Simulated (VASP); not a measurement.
# Ag (Ia-3) in VASP: single point with PBE

Aim: the single point of Ag with PBE.

Program: VASP 6.6.1. These are calculated values, not measurements. Logs are shortened: lines on timing, memory, paths and dates and some standing lists are left out, and cuts for length are marked.

## 1. The cell of the first run

The structure is cubic, space group Ia-3 (No. 206). Conventional cell: a = 7.379 Å, b = 7.379 Å, c = 7.379 Å, α = 90.00°, β = 90.00°, γ = 90.00°. Ag (site symmetry 3) has 5 Ag at 2.63 to 3.63 Å within 3.7 Å.

## 2. Single point, PBE

Contents of INCAR:

```
PREC = Accurate ; ENCUT = 520
EDIFF = 1E-6 ; ISMEAR = 0
SIGMA = 0.1 ; LREAL = F
LASPH = T ; NELM = 80
ALGO = Fast ; ISIF = 2
LWAVE = F ; LCHARG = F
GGA = PE ; NBANDS = 54
```

Contents of KPOINTS:

```
regular mesh
0
Gamma
  8 8 8
```

Contents of POSCAR:

```
Ag
1.0
   -3.6896308600      3.6896308600      3.6896308600
    3.6896308600     -3.6896308600      3.6896308600
    3.6896308600      3.6896308600     -3.6896308600
Ag
8
Direct
    0.2161303466      0.2161303466      0.2161303466
    0.5000000000      0.0000000000      0.2838696534
    0.2838696534      0.5000000000      0.0000000000
    0.0000000000      0.2838696534      0.5000000000
    0.7838696534      0.7838696534      0.7838696534
    0.5000000000      0.0000000000      0.7161303466
    0.7161303466      0.5000000000      0.0000000000
    0.0000000000      0.7161303466      0.5000000000
```

Potentials or basis: VASP PAW PBE potentials, release 64 (Ag).

Launch:

```console
> cat potpaw_PBE.64/Ag/POTCAR > POTCAR
> mpirun -np 1 vasp_std > vasp.out
```

OUTCAR:

```text
PREC = Accurate
   ENCUT = 520
   EDIFF = 1E-6
   ISMEAR = 0
   LREAL = F
   LASPH = T
   NELM = 80
   ISIF = 2
   GGA = PE

 ion  position               nearest neighbor table
   1  0.216  0.216  0.216-   2 2.63   3 2.63   4 2.63   5 2.76
   2  0.500  0.000  0.284-   4 2.63   3 2.63   1 2.63   6 2.76
   3  0.284  0.500  0.000-   2 2.63   4 2.63   1 2.63   7 2.76
   4  0.000  0.284  0.500-   3 2.63   2 2.63   1 2.63   8 2.76
   5  0.784  0.784  0.784-   6 2.63   7 2.63   8 2.63   1 2.76
   6  0.500  0.000  0.716-   7 2.63   8 2.63   5 2.63   2 2.76
   7  0.716  0.500  0.000-   8 2.63   6 2.63   5 2.63   3 2.76
   8  0.000  0.716  0.500-   6 2.63   7 2.63   5 2.63   4 2.76

  LATTYP: Found a body centered cubic cell.
 ALAT       =     7.3792617200

  Lattice vectors:

 A1 = (  -3.6896308600,   3.6896308600,   3.6896308600)
 A2 = (   3.6896308600,  -3.6896308600,   3.6896308600)
 A3 = (   3.6896308600,   3.6896308600,  -3.6896308600)

Analysis of symmetry for initial positions (statically):
=====================================================================
 Subroutine PRICEL returns:
 Original cell was already a primitive cell.

 Routine SETGRP: Setting up the symmetry group for a
 body centered cubic supercell.

 Subroutine GETGRP returns: Found 24 space group operations
 (whereof  6 operations were pure point group operations)
 out of a pool of 48 trial point group operations.

The static configuration has the point symmetry S_6 .
 The point group associated with its full space group is T_h .

Analysis of symmetry for dynamics (positions and initial velocities):
=====================================================================
 Subroutine PRICEL returns:
 Original cell was already a primitive cell.

 Routine SETGRP: Setting up the symmetry group for a
 body centered cubic supercell.

 Subroutine GETGRP returns: Found 24 space group operations
 (whereof  6 operations were pure point group operations)
 out of a pool of 48 trial point group operations.

The dynamic configuration has the point symmetry S_6 .
 The point group associated with its full space group is T_h .

 Subroutine INISYM returns: Found 24 space group operations
 (whereof  6 operations are pure point group operations),
 and found     1 'primitive' translations

----------------------------------------------------------------------------------------

                                     Primitive cell

  volume of cell :     200.9133

  direct lattice vectors                    reciprocal lattice vectors
    -3.689630860  3.689630860  3.689630860     0.000000000  0.135514912  0.135514912
     3.689630860 -3.689630860  3.689630860     0.135514912  0.000000000  0.135514912
     3.689630860  3.689630860 -3.689630860     0.135514912  0.135514912  0.000000000

  length of vectors
     6.390628111  6.390628111  6.390628111     0.191647026  0.191647026  0.191647026

  position of ions in fractional coordinates (direct lattice)
     0.216130347  0.216130347  0.216130347
     0.500000000  0.000000000  0.283869653
     0.283869653  0.500000000  0.000000000
     0.000000000  0.283869653  0.500000000
     0.783869653  0.783869653  0.783869653
     0.500000000  0.000000000  0.716130347
     0.716130347  0.500000000  0.000000000
     0.000000000  0.716130347  0.500000000

  ion indices of the primitive-cell ions
   primitive index   ion index
                 1           1
                 2           2
                 3           3
                 4           4
                 5           5
                 6           6
                 7           7
                 8           8

----------------------------------------------------------------------------------------

 KPOINTS: regular mesh

Automatic generation of k-mesh.
 Grid dimensions read from file:
 generate k-points for:    8    8    8

 Generating k-lattice:

  Cartesian coordinates                     Fractional coordinates (reciprocal lattice)
     0.000000000  0.016939364  0.016939364     0.125000000  0.000000000  0.000000000
     0.016939364  0.000000000  0.016939364     0.000000000  0.125000000  0.000000000
     0.016939364  0.016939364  0.000000000     0.000000000  0.000000000  0.125000000

  Length of vectors
     0.023955878  0.023955878  0.023955878

  Shift w.r.t. Gamma in fractional coordinates (k-lattice)
     0.000000000  0.000000000  0.000000000

 Subroutine IBZKPT returns following result:
 ===========================================

 Found     35 irreducible k-points:

 Following reciprocal coordinates:
            Coordinates               Weight
  0.000000  0.000000  0.000000      1.000000
  0.125000  0.000000  0.000000     12.000000
  0.250000  0.000000  0.000000     12.000000
  0.375000  0.000000  0.000000     12.000000
  0.500000  0.000000  0.000000      6.000000
  0.125000  0.125000  0.000000     24.000000
[... 16 lines left out ...]
  0.500000  0.500000  0.125000     12.000000
 -0.375000  0.500000  0.125000     24.000000
 [... further k-points ...]
   k-points           NKPTS =     35   k-points in BZ     NKDIM =     35   number of bands    NBANDS=     54
   number of dos      NEDOS =    301   number of ions     NIONS =      8
   total plane-waves  NPLWV = 110592
   dimension x,y,z NGX =    48 NGY =   48 NGZ =   48
   dimension x,y,z NGXF=    96 NGYF=   96 NGZF=   96
   ions per type =               8
   NGX,Y,Z   is equivalent  to a cutoff of  12.49, 12.49, 12.49 a.u.
   NGXF,Y,Z  is equivalent  to a cutoff of  24.97, 24.97, 24.97 a.u.
 SYSTEM =  unknown system
   PREC   = accura    normal or accurate (medium, high low for compatibility)
   ISTART =      0    job   : 0-new  1-cont  2-samecut
   ICHARG =      2    charge: 1-file 2-atom 10-const
   ISPIN  =      1    spin polarized calculation?
   LNONCOLLINEAR =      F non collinear calculations
   LSORBIT =      F    spin-orbit coupling
   LASPH  =      T    aspherical Exc in radial PAW
   ENCUT  =  520.0 eV  38.22 Ry    6.18 a.u.  11.88 11.88 11.88*2*pi/ulx,y,z
   NELM   =     80;   NELMIN=  2; NELMDL= -5     # of ELM steps
   EDIFF  = 0.1E-05   stopping-criterion for ELM
   LREAL  =      F    real-space projection
   EDIFFG = 0.1E-04   stopping-criterion for IOM
   NSW    =      0    number of steps for IOM
   IBRION =     -1    ionic relax: 0-MD 1-quasi-New 2-CG
   NFREE  =      0    steps in history (QN), initial steepest desc. (CG)
   ISIF   =      2    stress and relaxation
   ISYM   =      2    0-nonsym 1-usesym 2-fastsym
   POTIM  = 0.5000    time-step for ionic-motion
   TEBEG  =    0.0;   TEEND  =   0.0 temperature during run
   PSTRESS=    0.0 pullay stress
   NELECT =      88.0000    total number of electrons
   NUPDOWN=      -1.0000    fix difference up-down
   EMIN   =  10.00;   EMAX   =-10.00  energy-range for DOS
   EFERMI =   0.00;   METHOD = LEGACY
   ISMEAR =     0;   SIGMA  =   0.10  broadening in eV -4-tet -1-fermi 0-gaus
   EFERMI_NEDOS =   21; number of points for ismear=-14 and -15
   IALGO  =     68    algorithm
   IMIX   =      4    mixing-type and parameters
     AMIX     =   0.40;   BMIX     =  1.00
     AMIX_MAG =   1.60;   BMIX_MAG =  1.00
  volume/ion in A,a.u.               =      25.11       169.48
  Fermi-wavevector in a.u.,A,eV,Ry     =   1.243272  2.349443 21.030868  1.545725
  Thomas-Fermi vector in A             =   2.377590
   LORBIT       =      0    0 simple, 1 ext, 2 COOP (PROOUT), +10 PAW based schemes
   GGA     = PE    functional components
   LHFCALC =     F    Hartree Fock is set to
   AEXX    =    0.0000 exact exchange contribution
   IVDW    =     0    specifies the selected vdW correction
   LEPSILON=     F    determine dielectric tensor
   LRPA    =     F    only Hartree local field effects (RPA)
 non-spin polarized calculation
 RMM-DIIS sequential band-by-band and
 Gauss-broadening in eV      SIGMA  =   0.10
  energy-cutoff  :      520.00
  volume of cell :      200.91
 maximum number of plane-waves:      5430
   NGX = 23   NGY = 23   NGZ = 23

 number of electron      87.9999977 magnetization

 Free energy of the ion-electron system (eV)
  ---------------------------------------------------
  ext. energy  EPLUGINS =         0.00000000
  ---------------------------------------------------
  free energy    TOTEN  =       -16.37266362 eV

  energy without entropy =      -16.36217149  energy(sigma->0) =      -16.36741756

 E-fermi :   4.1843     XC(G=0):  -9.8827

 val. band max:        4.1706220696   @ k =   0.1250   0.0000   0.0000
 cond. band min:       4.2418003584   @ k =   0.2500   0.0000   0.0000
 fundamental gap:      0.0711782888
 Fermi energy:         4.1843241444

 k-point     1 :       0.0000    0.0000    0.0000
  band No.  band energies     occupation
      1      -1.3350      2.00000
      2      -0.9797      2.00000
      3      -0.9797      2.00000
      4      -0.8324      2.00000
      5      -0.8324      2.00000
      6      -0.8324      2.00000
[... 46 lines left out ...]
     53       6.5556      0.00000
     54      10.0881      0.00000

 k-point     2 :       0.1250    0.0000    0.0000
  band No.  band energies     occupation
      1      -1.2507      2.00000
      2      -0.9832      2.00000
      3      -0.9669      2.00000
      4      -0.8962      2.00000
      5      -0.8506      2.00000
      6      -0.8176      2.00000
[... 46 lines left out ...]
     53       7.5517      0.00000
     54       9.7161      0.00000

 k-point     3 :       0.2500    0.0000    0.0000
  band No.  band energies     occupation
      1      -1.0365      2.00000
      2      -0.9925      2.00000
      3      -0.9385      2.00000
      4      -0.9270      2.00000
      5      -0.8540      2.00000
      6      -0.7809      2.00000
[... 46 lines left out ...]
     53       8.8794      0.00000
     54       8.9972      0.00000
[... 1084 lines left out ...]
 k-point    23 :       0.5000    0.5000    0.1250
  band No.  band energies     occupation
      1      -0.9779      2.00000
      2      -0.9686      2.00000
      3      -0.8574      2.00000
      4      -0.8255      2.00000
      5      -0.7990      2.00000
      6      -0.7531      2.00000
[... 46 lines left out ...]
     53       9.3091      0.00000
     54       9.7399      0.00000

 k-point    24 :      -0.3750    0.5000    0.1250
  band No.  band energies     occupation
      1      -0.9609      2.00000
      2      -0.9411      2.00000
      3      -0.8869      2.00000
      4      -0.8496      2.00000
      5      -0.8209      2.00000
      6      -0.7522      2.00000
[... 46 lines left out ...]
     53       9.7713      0.00000
     54       9.9775      0.00000

 [... further k-points ...]

------------------------ aborting loop because EDIFF is reached ----------------------------------------

  FORCE on cell =-STRESS in cart. coord.  units (eV):
  Direction    XX          YY          ZZ          XY          YZ          ZX
  --------------------------------------------------------------------------------------
  -------------------------------------------------------------------------------------
  Total       -0.0962327     -0.0962327     -0.0962327      0.0000000     -0.0000000     -0.0000000
  in kB       -0.7674049     -0.7674049     -0.7674049      0.0000000     -0.0000000     -0.0000000
  external PRESSURE =      -0.7674049 kB  Pullay stress =       0.0000000 kB

 VOLUME and BASIS-vectors are now :
 -----------------------------------------------------------------------------
  energy-cutoff  :      520.00
  volume of cell :      200.91
      direct lattice vectors                 reciprocal lattice vectors
    -3.689630860  3.689630860  3.689630860     0.000000000  0.135514912  0.135514912
     3.689630860 -3.689630860  3.689630860     0.135514912  0.000000000  0.135514912
     3.689630860  3.689630860 -3.689630860     0.135514912  0.135514912  0.000000000

 POSITION                                       TOTAL-FORCE (eV/Angst)
 -----------------------------------------------------------------------------------
      0.79744      0.79744      0.79744         0.000799      0.000799      0.000799
     -0.79744      2.89219      0.79744        -0.000799     -0.000799      0.000799
      0.79744     -0.79744      2.89219         0.000799     -0.000799     -0.000799
      2.89219      0.79744     -0.79744        -0.000799      0.000799     -0.000799
      2.89219      2.89219      2.89219        -0.000799     -0.000799     -0.000799
      0.79744      4.48707     -0.79744         0.000799      0.000799     -0.000799
     -0.79744      0.79744      4.48707        -0.000799      0.000799      0.000799
      4.48707     -0.79744      0.79744         0.000799     -0.000799      0.000799
 -----------------------------------------------------------------------------------
    total drift:                                0.000000      0.000000      0.000000

  FREE ENERGIE OF THE ION-ELECTRON SYSTEM (eV)
  ---------------------------------------------------
  free  energy   TOTEN  =       -16.3726636235 eV

  energy  without entropy=      -16.3621714898  energy(sigma->0) =      -16.36741756
```

Wall time 5.1 min (1 thread of Intel Xeon Platinum 8259CL at 2.50GHz (Skylake/Cascade Lake), shared host); peak memory 0.47 GiB.

Results:

```
Free energy            : -16.3727 eV
Pressure               : -0.1 GPa
Band gap on the k mesh : zero (bands 44 and 45 overlap by 2.60 eV)
```
